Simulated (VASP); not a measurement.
# ZnSe (F-43m) in VASP: single point with PBEsol

Aim: the single point of ZnSe with PBEsol.

All numbers are computed with VASP 6.6.1; they aren't measurements. Logs are shortened: lines on timing, memory, paths and dates and some standing lists are left out, and cuts for length are marked.

## 1. The cell of the first run

It takes space group F-43m (No. 216, cubic). The conventional cell has a = 5.633 Å, b = 5.633 Å, c = 5.633 Å, α = 90.00°, β = 90.00°, γ = 90.00°. Within 3.2 Å of Zn (site symmetry -43m) lie 4 Se at 2.44 Å. Se (site symmetry -43m) has 4 Zn at 2.44 Å within 3.2 Å.

## 2. Single point, PBEsol

INCAR

```
SYSTEM = ZnSe
PREC = Accurate
ENCUT = 520
EDIFF = 1E-6
ISMEAR = 0
SIGMA = 0.01
LREAL = Auto
LASPH = .TRUE.
NELM = 60
ALGO = Normal
ISIF = 2
LWAVE = .FALSE.
LCHARG = .TRUE.
GGA = PS
LELF = .TRUE.
LVHAR = .TRUE.
NBANDS = 166
LUSENCCL = .FALSE.
```

KPOINTS

```
Automatic mesh
0
Gamma
  2 2 2
  0.5 0.5 0.5
```

POSCAR

```
ZnSe
1.0
   -5.6332473651     -5.6332473651      5.6332473651
    5.6332473651     -5.6332473651     -5.6332473651
    5.6332473651      5.6332473651      5.6332473651
Zn Se
16 16
Direct
    0.2500000000      0.5000000000      0.2500000000
    0.0000000000      0.5000000000      0.5000000000
    0.5000000000      0.2500000000      0.2500000000
    0.2500000000      0.2500000000      0.5000000000
    0.0000000000      0.2500000000      0.7500000000
    0.7500000000      0.5000000000      0.7500000000
    0.5000000000      0.5000000000      0.0000000000
    1.0000000000      0.7500000000      0.2500000000
    0.7500000000      0.0000000000      0.2500000000
    0.5000000000      0.0000000000      0.5000000000
    0.2500000000      0.0000000000      0.7500000000
    0.0000000000      0.0000000000      0.0000000000
    0.7500000000      0.2500000000      0.0000000000
    0.7500000000      0.7500000000      0.5000000000
    0.5000000000      0.7500000000      0.7500000000
    0.2500000000      0.7500000000      0.0000000000
    0.2500000000      0.7500000000      0.2500000000
    0.0000000000      0.7500000000      0.5000000000
    0.5000000000      0.5000000000      0.2500000000
    0.2500000000      0.5000000000      0.5000000000
    0.0000000000      0.5000000000      0.7500000000
    0.7500000000      0.7500000000      0.7500000000
    0.5000000000      0.7500000000      0.0000000000
    0.0000000000      0.0000000000      0.2500000000
    0.7500000000      0.2500000000      0.2500000000
    0.5000000000      0.2500000000      0.5000000000
    0.2500000000      0.2500000000      0.7500000000
    0.0000000000      0.2500000000      0.0000000000
    0.7500000000      0.5000000000      0.0000000000
    0.7500000000      0.0000000000      0.5000000000
    0.5000000000      0.0000000000      0.7500000000
    0.2500000000      0.0000000000      0.0000000000
```

Potentials or basis: VASP PAW PBE potentials, release 64 (Zn, Se).

Command:

```console
$ cat potpaw_PBE.64/Zn/POTCAR potpaw_PBE.64/Se/POTCAR > POTCAR
$ mpirun -np 1 vasp_std > vasp.out
```

OUTCAR:

```text
SYSTEM = ZnSe
   PREC = Accurate
   ENCUT = 520
   EDIFF = 1E-6
   ISMEAR = 0
   LREAL = Auto
   LASPH = .TRUE.
   NELM = 60
   ISIF = 2
   GGA = PS

 ion  position               nearest neighbor table
   1  0.250  0.500  0.250-  17 2.44  19 2.44  20 2.44  28 2.44
   2  0.000  0.500  0.500-  18 2.44  20 2.44  21 2.44  25 2.44
   3  0.500  0.250  0.250-  19 2.44  25 2.44  26 2.44  32 2.44
   4  0.250  0.250  0.500-  20 2.44  24 2.44  26 2.44  27 2.44
   5  0.000  0.250  0.750-  21 2.44  27 2.44  28 2.44  30 2.44
   6  0.750  0.500  0.750-  21 2.44  22 2.44  26 2.44  29 2.44
[... 24 lines left out ...]
  31  0.500  0.000  0.750-  10 2.44  11 2.44  13 2.44  15 2.44
  32  0.250  0.000  0.000-   3 2.44  11 2.44  12 2.44  16 2.44

  LATTYP: Found a body centered cubic cell.
 ALAT       =    11.2664947302

  Lattice vectors:

 A1 = (  -5.6332473651,  -5.6332473651,   5.6332473651)
 A2 = (   5.6332473651,  -5.6332473651,  -5.6332473651)
 A3 = (   5.6332473651,   5.6332473651,   5.6332473651)

Analysis of symmetry for initial positions (statically):
=====================================================================
 Subroutine PRICEL returns following result:

  LATTYP: Found a face centered cubic cell.
 ALAT       =     5.6332473651

  Lattice vectors:

 A1 = (   2.8166236826,   0.0000000000,  -2.8166236826)
 A2 = (   0.0000000000,   2.8166236826,  -2.8166236825)
 A3 = (   2.8166236826,   2.8166236826,  -0.0000000000)

  16 primitive cells build up your supercell.

 Routine SETGRP: Setting up the symmetry group for a
 body centered cubic supercell.

 Subroutine GETGRP returns: Found 24 space group operations
 (whereof 24 operations were pure point group operations)
 out of a pool of 48 trial point group operations.

The static configuration has the point symmetry T_d .

Analysis of symmetry for dynamics (positions and initial velocities):
=====================================================================
 Subroutine PRICEL returns following result:

  LATTYP: Found a face centered cubic cell.
 ALAT       =     5.6332473651

  Lattice vectors:

 A1 = (   2.8166236826,   0.0000000000,  -2.8166236826)
 A2 = (   0.0000000000,   2.8166236826,  -2.8166236825)
 A3 = (   2.8166236826,   2.8166236826,  -0.0000000000)

  16 primitive cells build up your supercell.

 Routine SETGRP: Setting up the symmetry group for a
 body centered cubic supercell.

 Subroutine GETGRP returns: Found 24 space group operations
 (whereof 24 operations were pure point group operations)
 out of a pool of 48 trial point group operations.

The dynamic configuration has the point symmetry T_d .

 Subroutine INISYM returns: Found 24 space group operations
 (whereof 24 operations are pure point group operations),
 and found    16 'primitive' translations

----------------------------------------------------------------------------------------

                                     Primitive cell

  volume of cell :      44.6906

  direct lattice vectors                    reciprocal lattice vectors
     2.816623683  0.000000000 -2.816623683     0.177517502 -0.177517502 -0.177517502
     0.000000000  2.816623683 -2.816623683    -0.177517502  0.177517502 -0.177517502
     2.816623683  2.816623683 -0.000000000     0.177517502  0.177517502  0.177517502

  length of vectors
     3.983307412  3.983307412  3.983307412     0.307469333  0.307469333  0.307469333

  position of ions in fractional coordinates (direct lattice)
     1.000000000  1.000000000  0.000000000
     0.750000000  0.750000000  0.750000000

  ion indices of the primitive-cell ions
   primitive index   ion index
                 1           1
                 2          17

----------------------------------------------------------------------------------------

 KPOINTS: Automatic mesh

Automatic generation of k-mesh.
 Grid dimensions read from file:
 generate k-points for:    2    2    2

 Generating k-lattice:

  Cartesian coordinates                     Fractional coordinates (reciprocal lattice)
     0.000000000 -0.044379375  0.044379375     0.500000000  0.000000000  0.000000000
     0.044379375 -0.044379375  0.000000000     0.000000000  0.500000000  0.000000000
     0.044379375  0.000000000  0.044379375     0.000000000  0.000000000  0.500000000

  Length of vectors
     0.062761915  0.062761915  0.062761915

  Shift w.r.t. Gamma in fractional coordinates (k-lattice)
     0.500000000  0.500000000  0.500000000

 Subroutine IBZKPT returns following result:
 ===========================================

 Found      2 irreducible k-points:

 Following reciprocal coordinates:
            Coordinates               Weight
  0.250000  0.250000  0.250000      2.000000
 -0.250000  0.250000  0.250000      6.000000
   k-points           NKPTS =      2   k-points in BZ     NKDIM =      2   number of bands    NBANDS=    166
   number of dos      NEDOS =    301   number of ions     NIONS =     32
   total plane-waves  NPLWV = 512000
   dimension x,y,z NGX =    80 NGY =   80 NGZ =   80
   dimension x,y,z NGXF=   160 NGYF=  160 NGZF=  160
   ions per type =              16  16
   NGX,Y,Z   is equivalent  to a cutoff of  13.63, 13.63, 13.63 a.u.
   NGXF,Y,Z  is equivalent  to a cutoff of  27.26, 27.26, 27.26 a.u.
 SYSTEM =  ZnSe
   PREC   = accura    normal or accurate (medium, high low for compatibility)
   ISTART =      0    job   : 0-new  1-cont  2-samecut
   ICHARG =      2    charge: 1-file 2-atom 10-const
   ISPIN  =      1    spin polarized calculation?
   LNONCOLLINEAR =      F non collinear calculations
   LSORBIT =      F    spin-orbit coupling
   LASPH  =      T    aspherical Exc in radial PAW
   ENCUT  =  520.0 eV  38.22 Ry    6.18 a.u.  18.14 18.14 18.14*2*pi/ulx,y,z
   NELM   =     60;   NELMIN=  2; NELMDL= -5     # of ELM steps
   EDIFF  = 0.1E-05   stopping-criterion for ELM
   LREAL  =      T    real-space projection
   EDIFFG = 0.1E-04   stopping-criterion for IOM
   NSW    =      0    number of steps for IOM
   IBRION =     -1    ionic relax: 0-MD 1-quasi-New 2-CG
   NFREE  =      0    steps in history (QN), initial steepest desc. (CG)
   ISIF   =      2    stress and relaxation
   ISYM   =      2    0-nonsym 1-usesym 2-fastsym
   POTIM  = 0.5000    time-step for ionic-motion
   TEBEG  =    0.0;   TEEND  =   0.0 temperature during run
   PSTRESS=    0.0 pullay stress
   NELECT =     288.0000    total number of electrons
   NUPDOWN=      -1.0000    fix difference up-down
   EMIN   =  10.00;   EMAX   =-10.00  energy-range for DOS
   EFERMI =   0.00;   METHOD = LEGACY
   ISMEAR =     0;   SIGMA  =   0.01  broadening in eV -4-tet -1-fermi 0-gaus
   EFERMI_NEDOS =   21; number of points for ismear=-14 and -15
   IALGO  =     38    algorithm
   IMIX   =      4    mixing-type and parameters
     AMIX     =   0.40;   BMIX     =  1.00
     AMIX_MAG =   1.60;   BMIX_MAG =  1.00
  volume/ion in A,a.u.               =      22.35       150.79
  Fermi-wavevector in a.u.,A,eV,Ry     =   1.209002  2.284682 19.887427  1.461685
  Thomas-Fermi vector in A             =   2.344592
   LORBIT       =      0    0 simple, 1 ext, 2 COOP (PROOUT), +10 PAW based schemes
   GGA     = PS    functional components
   LHFCALC =     F    Hartree Fock is set to
   AEXX    =    0.0000 exact exchange contribution
   IVDW    =     0    specifies the selected vdW correction
   LEPSILON=     F    determine dielectric tensor
   LRPA    =     F    only Hartree local field effects (RPA)
 non-spin polarized calculation
 Gauss-broadening in eV      SIGMA  =   0.01
  energy-cutoff  :      520.00
  volume of cell :      715.05
 maximum number of plane-waves:     19368
 NGX is ok and might be reduce to    80
   NGX = 37   NGY = 37   NGZ = 37

 number of electron     288.0000214 magnetization

 Free energy of the ion-electron system (eV)
  ---------------------------------------------------
  ext. energy  EPLUGINS =         0.00000000
  ---------------------------------------------------
  free energy    TOTEN  =      -108.41125528 eV

  energy without entropy =     -108.41125528  energy(sigma->0) =     -108.41125528

 E-fermi :   1.2630     XC(G=0):  -9.6095

 val. band max:        1.1994687782   @ k =  -0.2500   0.2500   0.2500
 cond. band min:       4.3464092612   @ k =   0.2500   0.2500   0.2500
 fundamental gap:      3.1469404829
 Fermi energy:         1.2630222829

 k-point     1 :       0.2500    0.2500    0.2500
  band No.  band energies     occupation
      1     -11.3813      2.00000
      2     -11.3813      2.00000
      3     -11.3813      2.00000
      4     -11.3813      2.00000
      5     -10.7997      2.00000
      6     -10.7997      2.00000
[... 148 lines left out ...]
    155       5.2943      0.00000
    156       5.2943      0.00000

 k-point     2 :      -0.2500    0.2500    0.2500
  band No.  band energies     occupation
      1     -11.6200      2.00000
      2     -11.1666      2.00000
      3     -11.1666      2.00000
      4     -11.1666      2.00000
      5     -11.1666      2.00000
      6     -10.9416      2.00000
[... 148 lines left out ...]
    155       5.8012      0.00000
    156       5.8012      0.00000
 [bands above 156 left out]

------------------------ aborting loop because EDIFF is reached ----------------------------------------

  FORCE on cell =-STRESS in cart. coord.  units (eV):
  Direction    XX          YY          ZZ          XY          YZ          ZX
  --------------------------------------------------------------------------------------
  -------------------------------------------------------------------------------------
  Total        1.1610918      1.1610918      1.1610918     -0.0000000      0.0000000      0.0000000
  in kB        2.6016010      2.6016010      2.6016010     -0.0000000      0.0000000      0.0000000
  external PRESSURE =       2.6016010 kB  Pullay stress =       0.0000000 kB

 VOLUME and BASIS-vectors are now :
 -----------------------------------------------------------------------------
  energy-cutoff  :      520.00
  volume of cell :      715.05
      direct lattice vectors                 reciprocal lattice vectors
    -5.633247365 -5.633247365  5.633247365     0.000000000 -0.088758751  0.088758751
     5.633247365 -5.633247365 -5.633247365     0.088758751 -0.088758751  0.000000000
     5.633247365  5.633247365  5.633247365     0.088758751  0.000000000  0.088758751

 POSITION                                       TOTAL-FORCE (eV/Angst)
 -----------------------------------------------------------------------------------
      2.81662     -2.81662      0.00000        -0.000000      0.000000     -0.000000
      5.63325      0.00000      0.00000         0.000000      0.000000     -0.000000
      0.00000     -2.81662      2.81662         0.000000      0.000000     -0.000000
      2.81662      0.00000      2.81662        -0.000000      0.000000      0.000000
      5.63325      2.81662      2.81662        -0.000000      0.000000      0.000000
      2.81662     -2.81662      5.63325        -0.000000      0.000000      0.000000
[... 24 lines left out ...]
      1.40831      1.40831      7.04156        -0.000000     -0.000000     -0.000000
     -1.40831     -1.40831      1.40831         0.000000     -0.000000     -0.000000
 -----------------------------------------------------------------------------------
    total drift:                               -0.000109      0.000108     -0.000109

  FREE ENERGIE OF THE ION-ELECTRON SYSTEM (eV)
  ---------------------------------------------------
  free  energy   TOTEN  =      -108.4112552755 eV

  energy  without entropy=     -108.4112552755  energy(sigma->0) =     -108.41125528
```

It took 82 s on 1 × NVIDIA H100 80GB with 1 thread of AMD EPYC 7R13 (Zen 3), shared host; peak memory 1.8 GiB.

What came out:

```
Free energy            : -108.4113 eV
Pressure               : 0.3 GPa
Band gap on the k mesh : 3.15 eV
```

Caveat: the PAW data sets were made with another functional, which shifts forces and pressure a little; a shifted mesh leaves out Γ, where band edges can lie.
